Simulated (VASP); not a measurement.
# TlTe3P (Pm-3m) in VASP: a series of runs

Runs on TlTe3P. Level: PBE. Tasks: single point, relaxation of cell and atoms.

Everything below comes from runs of VASP 6.6.1. Logs are shortened: lines on timing, memory, paths and dates and some standing lists are left out, and cuts for length are marked.

**1. The cell of the first run**

Symmetry: Pm-3m, No. 221, cubic system. Conventional cell: a = 5.394 Å, b = 5.394 Å, c = 5.394 Å, α = 90.00°, β = 90.00°, γ = 90.00°. Tl (site symmetry m-3m) has 12 Te at 3.81 Å and 8 P at 4.67 Å within 5.0 Å. Within 3.6 Å of Te (site symmetry 4/mmm) lie 2 P at 2.70 Å. P (site symmetry m-3m) has 6 Te at 2.70 Å within 3.6 Å.

**2. Single point, PBE**

Input file INCAR:

```
ALGO = Normal
EDIFF = 1E-6
ENCUT = 520
GGA = PE
ISIF = 2
ISMEAR = 0
LASPH = True
LCHARG = True
LELF = True
LREAL = False
LVHAR = True
LWAVE = False
NBANDS = 26
NELM = 60
PREC = Accurate
SIGMA = 0.1
```

Input file KPOINTS:

```
k-points
0
Gamma
  8 8 8
```

Input file POSCAR:

```
TlTe3P
1.0
    5.3939760794      0.0000000000      0.0000000000
    0.0000000000      5.3939760794      0.0000000000
    0.0000000000      0.0000000000      5.3939760794
Tl Te P
1 3 1
Direct
    0.0000000000      0.0000000000      0.0000000000
    0.0000000000      0.5000000000      0.5000000000
    0.5000000000      0.0000000000      0.5000000000
    0.5000000000      0.5000000000      0.0000000000
    0.5000000000      0.5000000000      0.5000000000
```

Potentials or basis: VASP PAW PBE potentials, release 64 (Tl_d, Te, P).

Launch:

```console
$ cat potpaw_PBE.64/Tl_d/POTCAR potpaw_PBE.64/Te/POTCAR potpaw_PBE.64/P/POTCAR > POTCAR
$ mpirun -np 1 vasp_std > vasp.out
```

OUTCAR:

```text
EDIFF = 1E-6
   ENCUT = 520
   GGA = PE
   ISIF = 2
   ISMEAR = 0
   LASPH = True
   LREAL = False
   NELM = 60
   PREC = Accurate

 ion  position               nearest neighbor table
   1  0.000  0.000  0.000-   2 3.81   3 3.81   4 3.81   2 3.81   3 3.81   2 3.81   4 3.81   2 3.81
                             3 3.81   4 3.81   3 3.81   4 3.81
   2  0.000  0.500  0.500-   5 2.70   5 2.70   1 3.81   1 3.81   1 3.81   1 3.81
   3  0.500  0.000  0.500-   5 2.70   5 2.70   1 3.81   1 3.81   1 3.81   1 3.81
   4  0.500  0.500  0.000-   5 2.70   5 2.70   1 3.81   1 3.81   1 3.81   1 3.81
   5  0.500  0.500  0.500-   2 2.70   3 2.70   4 2.70   4 2.70   3 2.70   2 2.70

  LATTYP: Found a simple cubic cell.
 ALAT       =     5.3939760794

  Lattice vectors:

 A1 = (   5.3939760794,   0.0000000000,   0.0000000000)
 A2 = (   0.0000000000,   5.3939760794,   0.0000000000)
 A3 = (   0.0000000000,   0.0000000000,   5.3939760794)

Analysis of symmetry for initial positions (statically):
=====================================================================
 Subroutine PRICEL returns:
 Original cell was already a primitive cell.

 Routine SETGRP: Setting up the symmetry group for a
 simple cubic supercell.

 Subroutine GETGRP returns: Found 48 space group operations
 (whereof 48 operations were pure point group operations)
 out of a pool of 48 trial point group operations.

The static configuration has the point symmetry O_h .

Analysis of symmetry for dynamics (positions and initial velocities):
=====================================================================
 Subroutine PRICEL returns:
 Original cell was already a primitive cell.

 Routine SETGRP: Setting up the symmetry group for a
 simple cubic supercell.

 Subroutine GETGRP returns: Found 48 space group operations
 (whereof 48 operations were pure point group operations)
 out of a pool of 48 trial point group operations.

The dynamic configuration has the point symmetry O_h .

 Subroutine INISYM returns: Found 48 space group operations
 (whereof 48 operations are pure point group operations),
 and found     1 'primitive' translations

----------------------------------------------------------------------------------------

                                     Primitive cell

  volume of cell :     156.9376

  direct lattice vectors                    reciprocal lattice vectors
     5.393976079  0.000000000  0.000000000     0.185391998  0.000000000  0.000000000
     0.000000000  5.393976079  0.000000000     0.000000000  0.185391998  0.000000000
     0.000000000  0.000000000  5.393976079     0.000000000  0.000000000  0.185391998

  length of vectors
     5.393976079  5.393976079  5.393976079     0.185391998  0.185391998  0.185391998

  position of ions in fractional coordinates (direct lattice)
     0.000000000  0.000000000  0.000000000
     0.000000000  0.500000000  0.500000000
     0.500000000  0.000000000  0.500000000
     0.500000000  0.500000000  0.000000000
     0.500000000  0.500000000  0.500000000

  ion indices of the primitive-cell ions
   primitive index   ion index
                 1           1
                 2           2
                 3           3
                 4           4
                 5           5

----------------------------------------------------------------------------------------

 KPOINTS: k-points

Automatic generation of k-mesh.
 Grid dimensions read from file:
 generate k-points for:    8    8    8

 Generating k-lattice:

  Cartesian coordinates                     Fractional coordinates (reciprocal lattice)
     0.023174000  0.000000000  0.000000000     0.125000000  0.000000000  0.000000000
     0.000000000  0.023174000  0.000000000     0.000000000  0.125000000  0.000000000
     0.000000000  0.000000000  0.023174000     0.000000000  0.000000000  0.125000000

  Length of vectors
     0.023174000  0.023174000  0.023174000

  Shift w.r.t. Gamma in fractional coordinates (k-lattice)
     0.000000000  0.000000000  0.000000000

 Subroutine IBZKPT returns following result:
 ===========================================

 Found     35 irreducible k-points:

 Following reciprocal coordinates:
            Coordinates               Weight
  0.000000  0.000000  0.000000      1.000000
  0.125000  0.000000  0.000000      6.000000
  0.250000  0.000000  0.000000      6.000000
  0.375000  0.000000  0.000000      6.000000
  0.500000  0.000000  0.000000      3.000000
  0.125000  0.125000  0.000000     12.000000
[... 16 lines left out ...]
  0.375000  0.375000  0.125000     24.000000
  0.500000  0.375000  0.125000     24.000000
 [... further k-points ...]
   k-points           NKPTS =     35   k-points in BZ     NKDIM =     35   number of bands    NBANDS=     26
   number of dos      NEDOS =    301   number of ions     NIONS =      5
   total plane-waves  NPLWV =  64000
   dimension x,y,z NGX =    40 NGY =   40 NGZ =   40
   dimension x,y,z NGXF=    80 NGYF=   80 NGZF=   80
   ions per type =               1   3   1
   NGX,Y,Z   is equivalent  to a cutoff of  12.33, 12.33, 12.33 a.u.
   NGXF,Y,Z  is equivalent  to a cutoff of  24.66, 24.66, 24.66 a.u.
 SYSTEM =  unknown system
   PREC   = accura    normal or accurate (medium, high low for compatibility)
   ISTART =      0    job   : 0-new  1-cont  2-samecut
   ICHARG =      2    charge: 1-file 2-atom 10-const
   ISPIN  =      1    spin polarized calculation?
   LNONCOLLINEAR =      F non collinear calculations
   LSORBIT =      F    spin-orbit coupling
   LASPH  =      T    aspherical Exc in radial PAW
   ENCUT  =  520.0 eV  38.22 Ry    6.18 a.u.  10.03 10.03 10.03*2*pi/ulx,y,z
   NELM   =     60;   NELMIN=  2; NELMDL= -5     # of ELM steps
   EDIFF  = 0.1E-05   stopping-criterion for ELM
   LREAL  =      F    real-space projection
   EDIFFG = 0.1E-04   stopping-criterion for IOM
   NSW    =      0    number of steps for IOM
   IBRION =     -1    ionic relax: 0-MD 1-quasi-New 2-CG
   NFREE  =      0    steps in history (QN), initial steepest desc. (CG)
   ISIF   =      2    stress and relaxation
   ISYM   =      2    0-nonsym 1-usesym 2-fastsym
   POTIM  = 0.5000    time-step for ionic-motion
   TEBEG  =    0.0;   TEEND  =   0.0 temperature during run
   PSTRESS=    0.0 pullay stress
   NELECT =      36.0000    total number of electrons
   NUPDOWN=      -1.0000    fix difference up-down
   EMIN   =  10.00;   EMAX   =-10.00  energy-range for DOS
   EFERMI =   0.00;   METHOD = LEGACY
   ISMEAR =     0;   SIGMA  =   0.10  broadening in eV -4-tet -1-fermi 0-gaus
   EFERMI_NEDOS =   21; number of points for ismear=-14 and -15
   IALGO  =     38    algorithm
   IMIX   =      4    mixing-type and parameters
     AMIX     =   0.40;   BMIX     =  1.00
     AMIX_MAG =   1.60;   BMIX_MAG =  1.00
  volume/ion in A,a.u.               =      31.39       211.81
  Fermi-wavevector in a.u.,A,eV,Ry     =   1.002151  1.893791 13.664431  1.004307
  Thomas-Fermi vector in A             =   2.134620
   LORBIT       =      0    0 simple, 1 ext, 2 COOP (PROOUT), +10 PAW based schemes
   GGA     = PE    functional components
   LHFCALC =     F    Hartree Fock is set to
   AEXX    =    0.0000 exact exchange contribution
   IVDW    =     0    specifies the selected vdW correction
   LEPSILON=     F    determine dielectric tensor
   LRPA    =     F    only Hartree local field effects (RPA)
 non-spin polarized calculation
 Gauss-broadening in eV      SIGMA  =   0.10
  energy-cutoff  :      520.00
  volume of cell :      156.94
 maximum number of plane-waves:      4260
   NGX = 21   NGY = 21   NGZ = 21

 number of electron      36.0000006 magnetization

 Free energy of the ion-electron system (eV)
  ---------------------------------------------------
  ext. energy  EPLUGINS =         0.00000000
  ---------------------------------------------------
  free energy    TOTEN  =       -16.01603801 eV

  energy without entropy =      -15.98605119  energy(sigma->0) =      -16.00104460

 E-fermi :   5.0347     XC(G=0):  -9.1998

 val. band max:        5.0323610107   @ k =   0.3750   0.1250   0.1250
 cond. band min:       5.0412196913   @ k =   0.5000   0.5000   0.1250
 fundamental gap:      0.0088586806
 Fermi energy:         5.0346730529

 k-point     1 :       0.0000    0.0000    0.0000
  band No.  band energies     occupation
      1      -8.2247      2.00000
      2      -5.7179      2.00000
      3      -5.7179      2.00000
      4      -5.6699      2.00000
      5      -5.6699      2.00000
      6      -5.6699      2.00000
[... 18 lines left out ...]
     25       9.8042      0.00000
     26       9.9622      0.00000

 k-point     2 :       0.1250    0.0000    0.0000
  band No.  band energies     occupation
      1      -8.1742      2.00000
      2      -5.7210      2.00000
      3      -5.7121      2.00000
      4      -5.6711      2.00000
      5      -5.6711      2.00000
      6      -5.6698      2.00000
[... 18 lines left out ...]
     25       9.7831      0.00000
     26      10.2362      0.00000

 k-point     3 :       0.2500    0.0000    0.0000
  band No.  band energies     occupation
      1      -8.0361      2.00000
      2      -5.7431      2.00000
      3      -5.6978      2.00000
      4      -5.6741      2.00000
      5      -5.6741      2.00000
      6      -5.6697      2.00000
[... 18 lines left out ...]
     25      10.5913      0.00000
     26      10.5913      0.00000

 k-point     4 :       0.3750    0.0000    0.0000
  band No.  band energies     occupation
      1      -7.8641      2.00000
      2      -5.8578      2.00000
      3      -5.6830      2.00000
      4      -5.6770      2.00000
      5      -5.6770      2.00000
      6      -5.6696      2.00000
[... 18 lines left out ...]
     25      11.1890      0.00000
     26      11.1890      0.00000
[... 496 lines left out ...]
      1      -7.5009      2.00000
      2      -5.9105      2.00000
      3      -5.7260      2.00000
      4      -5.6722      2.00000
      5      -5.6708      2.00000
      6      -5.6702      2.00000
[... 18 lines left out ...]
     25      10.3683      0.00000
     26      11.0822      0.00000

 k-point    23 :       0.3750    0.3750    0.1250
  band No.  band energies     occupation
      1      -7.3961      2.00000
      2      -5.8027      2.00000
      3      -5.7820      2.00000
      4      -5.6718      2.00000
      5      -5.6681      2.00000
      6      -5.6672      2.00000
[... 18 lines left out ...]
     25      10.3790      0.00000
     26      11.3633      0.00000

 k-point    24 :       0.5000    0.3750    0.1250
  band No.  band energies     occupation
      1      -7.2867      2.00000
      2      -5.8769      2.00000
      3      -5.7849      2.00000
      4      -5.6705      2.00000
      5      -5.6669      2.00000
      6      -5.6646      2.00000
[... 18 lines left out ...]
     25      10.3872      0.00000
     26      11.9964      0.00000

 [... further k-points ...]

------------------------ aborting loop because EDIFF is reached ----------------------------------------

  FORCE on cell =-STRESS in cart. coord.  units (eV):
  Direction    XX          YY          ZZ          XY          YZ          ZX
  --------------------------------------------------------------------------------------
  -------------------------------------------------------------------------------------
  Total       -0.1007920     -0.1007920     -0.1007920      0.0000000      0.0000000     -0.0000000
  in kB       -1.0289858     -1.0289858     -1.0289858      0.0000000      0.0000000     -0.0000000
  external PRESSURE =      -1.0289858 kB  Pullay stress =       0.0000000 kB

 VOLUME and BASIS-vectors are now :
 -----------------------------------------------------------------------------
  energy-cutoff  :      520.00
  volume of cell :      156.94
      direct lattice vectors                 reciprocal lattice vectors
     5.393976079  0.000000000  0.000000000     0.185391998  0.000000000  0.000000000
     0.000000000  5.393976079  0.000000000     0.000000000  0.185391998  0.000000000
     0.000000000  0.000000000  5.393976079     0.000000000  0.000000000  0.185391998

 POSITION                                       TOTAL-FORCE (eV/Angst)
 -----------------------------------------------------------------------------------
      0.00000      0.00000      0.00000         0.000000      0.000000      0.000000
      0.00000      2.69699      2.69699         0.000000      0.000000      0.000000
      2.69699      0.00000      2.69699         0.000000      0.000000      0.000000
      2.69699      2.69699      0.00000         0.000000      0.000000      0.000000
      2.69699      2.69699      2.69699         0.000000      0.000000      0.000000
 -----------------------------------------------------------------------------------
    total drift:                                0.000000     -0.000000     -0.000000

  FREE ENERGIE OF THE ION-ELECTRON SYSTEM (eV)
  ---------------------------------------------------
  free  energy   TOTEN  =       -16.0160380060 eV

  energy  without entropy=      -15.9860511891  energy(sigma->0) =      -16.00104460
```

Wall time 47 s (1 thread of Intel Xeon 6975P-C (Granite Rapids), shared host); peak memory 0.33 GiB.

Results:

```
Free energy            : -16.0160 eV
Pressure               : -0.1 GPa
Band gap on the k mesh : zero (bands 18 and 19 overlap by 1.25 eV)
```

Caveat: spin-orbit coupling is left out, which moves the levels of the heavy elements.

**3. Relaxation of cell and atoms, PBE**

This run uses another cell than the first one, of 31.66 Å³/atom.

Input file INCAR:

```
SYSTEM = TlTe3P
PREC = Accurate ; ENCUT = 600
EDIFF = 1E-6 ; ISMEAR = 0
SIGMA = 0.1 ; LREAL = .FALSE.
LASPH = .TRUE. ; NELM = 100
ALGO = Normal ; ISIF = 3
LWAVE = .FALSE. ; LCHARG = .FALSE.
GGA = PE ; IBRION = 2
NSW = 100 ; EDIFFG = -0.01
```

Input file KPOINTS:

```
Automatic mesh
0
G
  8 8 8
  0 0 0
```

Changes to POSCAR since step 2:

```diff
@@ -2,5 +2,5 @@
 1.0
-    5.3939760794      0.0000000000      0.0000000000
-    0.0000000000      5.3939760794      0.0000000000
-    0.0000000000      0.0000000000      5.3939760794
+    5.4097529303      0.0000000000      0.0000000000
+    0.0000000000      5.4097529303      0.0000000000
+    0.0000000000      0.0000000000      5.4097529303
 Tl Te P
```

Potentials or basis: VASP PAW PBE potentials, release 64 (Tl_d, Te, P).

Launch:

```console
$ cat potpaw_PBE.64/Tl_d/POTCAR potpaw_PBE.64/Te/POTCAR potpaw_PBE.64/P/POTCAR > POTCAR
$ mpirun -np 1 vasp_std > vasp.out
```

It took 89 s on 1 thread of Intel Xeon 6975P-C (Granite Rapids), shared host; peak memory 0.44 GiB.

It converged, with:

```
Free energy                           : -16.0165 eV
Relaxed volume                        : 31.30 Å³/atom
Relaxed cell                          : a = 5.389 Å, b = 5.389 Å, c = 5.389 Å, α = 90.00°, β = 90.00°, γ = 90.00°
Space group after relaxing (to 0.1 Å) : Pm-3m (No. 221)
Energy gained by relaxing             : 0.4 meV/atom
Ionic steps                           : 2
Pressure after relaxing               : 0.0 GPa
Band gap on the k mesh                : zero (bands 18 and 19 overlap by 1.25 eV)
```

Step by step:
| step | energy change (eV) | largest force (eV/Å) | pressure (GPa) | volume (Å³) |
| --- | --- | --- | --- | --- |
| 1 | 0.0000 | 0.0000 | -0.40 | 158.32 |
| 2 | -0.0022 | 0.0000 | 0.01 | 156.51 |

Final structure:
```yaml
crystal:
  lattice:
    - [5.38905, 0.00000, 0.00000]
    - [0.00000, 5.38905, 0.00000]
    - [0.00000, 0.00000, 5.38905]
  atoms:
    - { symbol: Tl, position: [0.00000, 0.00000, 0.00000] }
    - { symbol: Te, position: [0.00000, 0.50000, 0.50000] }
    - { symbol: Te, position: [0.50000, 0.00000, 0.50000] }
    - { symbol: Te, position: [0.50000, 0.50000, 0.00000] }
    - { symbol: P, position: [0.50000, 0.50000, 0.50000] }
```

Levels at points of the mesh, in eV from the Fermi level:
```tsv
k point	band 15	band 16	band 17	band 18	band 19	band 20	band 21	band 22
(0.00, 0.00, 0.00)	-0.89	-0.89	-0.58	-0.58	-0.58	4.19	4.19	4.19
(0.50, 0.00, 0.00)	-1.37	-1.08	-0.45	-0.45	-0.19	1.07	2.44	3.62
(0.50, 0.50, 0.00)	-1.45	-1.45	-0.67	-0.14	-0.14	0.57	0.97	2.16
(0.50, 0.50, 0.50)	-0.63	-0.25	-0.25	-0.25	0.98	0.98	0.98	1.21
```

Caveat: spin-orbit coupling is left out, which moves the levels of the heavy elements.
